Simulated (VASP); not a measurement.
Set up this calculation in VASP 6.6.1, as the native input.

| Quantity | Value |
| --- | --- |
| Task | single point |
| Functional | PBE |
| Potentials or basis | VASP PAW PBE potentials, release 64 (As) |
| Cutoff | 400 eV |
| k mesh | 2 × 2 × 3 |
| Occupations | fermi-dirac, width 0.05 eV |
| Spin | no spin polarisation |
| Dipole correction | no |
| Further INCAR settings | ALGO = Normal; EDIFF = 1e-06; NBANDS = 30 |

The structure of As lies in POSCAR:

```
As
1.0
    3.7944900000      2.1907500000      7.0895870000
   -3.7944900000      2.1907500000      7.0895870000
    0.0000000000     -2.1907500000      3.5447940000
As
8
Direct
    0.3932033315      0.3921423193      0.7556576444
    0.1173858518      0.1011760317      0.2421679545
    0.3771148376      0.8797895053      0.8022783016
    0.1187338899      0.6230298559      0.2038164674
    0.8924459834      0.3863782378      0.7721767261
    0.6160111511      0.1143508489      0.2164261334
    0.8757172906      0.8945957169      0.7702066512
    0.6179327401      0.6090701525      0.2381397179
```

One way to write it, as run:

INCAR

```
PREC = Accurate
ENCUT = 400
EDIFF = 1E-6
ISMEAR = -1
SIGMA = 0.05
LREAL = F
LASPH = T
NELM = 120
ALGO = Normal
ISIF = 2
LWAVE = F
LCHARG = T
GGA = PE
LELF = T
LVHAR = T
NBANDS = 30
GGA_COMPAT = F
```

KPOINTS

```
Automatic mesh
0
Gamma
  2 2 3
```

Potentials or basis: VASP PAW PBE potentials, release 64 (As).

Run with:

```console
$ cat potpaw_PBE.64/As/POTCAR > POTCAR
$ mpirun -np 1 vasp_std > vasp.out
```

It gave:

| Property | Result |
| --- | --- |
| Pressure | 1.8 GPa |
| Largest force | 0.697 eV/Å |
| Band gap on the k mesh | zero (bands 20 and 21 overlap by 0.11 eV) |

Caveat: the k points lie up to 0.67 Å⁻¹ apart.

Wall time 85 s on 1 thread of Intel Xeon 8259CL (shared host), peak memory 0.25 GiB.
